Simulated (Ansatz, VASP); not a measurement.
This is a calculation of AlRu for VASP 6.6.1.

Contents of INCAR:

```
PREC = Accurate ; ENCUT = 520
EDIFF = 1E-6 ; ISMEAR = 0
SIGMA = 0.017 ; LREAL = False
LASPH = True ; NELM = 100
ALGO = Normal ; ISIF = 2
LWAVE = False ; LCHARG = True
GGA = PE ; LELF = True
LVHAR = True ; NBANDS = 16
```

The input KPOINTS:

```
Automatic mesh
0
Gamma
  9 9 9
```

Contents of POSCAR:

```
AlRu
1.0
    2.9916000000      0.0000000000      0.0000000000
    0.0000000000      2.9916000000      0.0000000000
    0.0000000000      0.0000000000      2.9916000000
Ru Al
1 1
Direct
    0.5000000000      0.5000000000      0.5000000000
    0.0000000000      0.0000000000      0.0000000000
```

Potentials or basis: VASP PAW PBE potentials, release 64 (Ru_pv, Al).

Run with:

```sh
$ cat potpaw_PBE.64/Ru_pv/POTCAR potpaw_PBE.64/Al/POTCAR > POTCAR
$ mpirun -np 1 vasp_std > vasp.out
```

Q: Translate it to Ansatz 0.2.0. Potentials there: Ansatz PAW.

A: As run (the cutoff follows the program's own potentials):

input.yaml

```yaml
crystal:
  lattice:
    - [2.9916, 0.0, 0.0]
    - [0.0, 2.9916, 0.0]
    - [0.0, 0.0, 2.9916]
  atoms:
    - { symbol: Ru, position: [0.5, 0.5, 0.5] }
    - { symbol: Al, position: [0.0, 0.0, 0.0] }
hamiltonian:
  xc: pbe
  pseudopotentials: { kind: paw }
kpoints:
  mp_grid: { grid: [9, 9, 9] }
scf:
  occupations: { method: gaussian, width: 0.017 }
output:
  forces: true
  stress: true
  eigenvalues: true
```

Potentials or basis: Ansatz PAW.

Command:

```bash
$ ansatz run input.yaml --threads 2 --pin off --max-ram 5632MiB --backend cpu --events-out ev --progress --plain --runs-dir out
```

Both were run:

|  | VASP | Ansatz | Ansatz less VASP |
| --- | --- | --- | --- |
| gap on the k mesh at the Fermi level (eV) | none | none | - |
| pressure (GPa) | 2.5 | 2.5 | -0.01 |

A gap of «none» marks a metal or a gap that the smearing closes. VASP's potentials hold 17 valence electrons a cell and Ansatz's 19, so a difference there can come from the potentials and not from the codes.
